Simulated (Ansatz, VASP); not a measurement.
# Two plane-wave programs on La

```
La
1.0
     5.92163    0.00000    0.00000
    -2.96081    5.12828    0.00000
     0.00000    0.00000    3.63899
La
3
Cartesian
  -2.9608 5.1283 0.0000
  0.0000 3.4189 1.8195
  2.9608 1.7094 1.8195
```

Alike in both runs: task single point; functional BLYP; k mesh 7 × 7 × 10; occupations fermi-dirac, width 0.1 eV; no spin polarisation.

|  | VASP | Ansatz |
| --- | --- | --- |
| version | VASP 6.6.1 | Ansatz 0.2.0 |
| potentials or method | VASP PAW PBE potentials, release 64 (La), cutoff 520 eV | plane waves (420 eV) with PAW, scalar-relativistic |
| valence electrons in the cell | 33 | 33 |

|  | VASP | Ansatz | Ansatz less VASP |
| --- | --- | --- | --- |
| pressure (GPa) | 2.4 | 2.4 | +0.04 |
| traceless stress, the component that is largest in VASP (GPa) | -0.13 | -0.13 | -0.005 |

VASP's potentials were made for PBE, not for BLYP.

Spin-orbit coupling is off throughout.
